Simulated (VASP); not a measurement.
A run of VASP 6.6.1 is set up as follows.

INCAR

```
SYSTEM = KF
  PREC = Accurate
  ENCUT = 520
  EDIFF = 1E-6
  ISMEAR = 0
  SIGMA = 0.01
  LREAL = .False.
  LASPH = .True.
  NELM = 60
  ALGO = Normal
  ISIF = 2
  LWAVE = .False.
  LCHARG = .False.
  GGA = PE
  NBANDS = 24
```

The input KPOINTS:

```
Automatic mesh
0
Gamma
  6 6 6
  0 0 0
```

POSCAR

```
KF
1.0
    4.4850021836      0.0000000000      0.0000000000
   -2.2425010918      3.8841258270      0.0000000000
    0.0000000000      0.0000000000      5.2712956472
K F
2 2
Direct
    0.3333333333      0.6666666667     -0.0625000000
    0.6666666667      0.3333333333      0.4375000000
    0.3333333333      0.6666666667      0.4375000000
    0.6666666667      0.3333333333      0.9375000000
```

Potentials or basis: VASP PAW PBE potentials, release 64 (K_sv, F).

Command:

```console
$ cat potpaw_PBE.64/K_sv/POTCAR potpaw_PBE.64/F/POTCAR > POTCAR
$ mpirun -np 1 vasp_std > vasp.out
```

Question: Predict the band gap on the k mesh.

Answer: 5.37 eV.

Question: Estimate the pressure.

Answer: 1.3 GPa.

Stress tensor (GPa, compression positive):
```
1.11 0.00 0.00
0.00 1.11 0.00
0.00 0.00 1.58
```

A k mesh can miss the band edges.
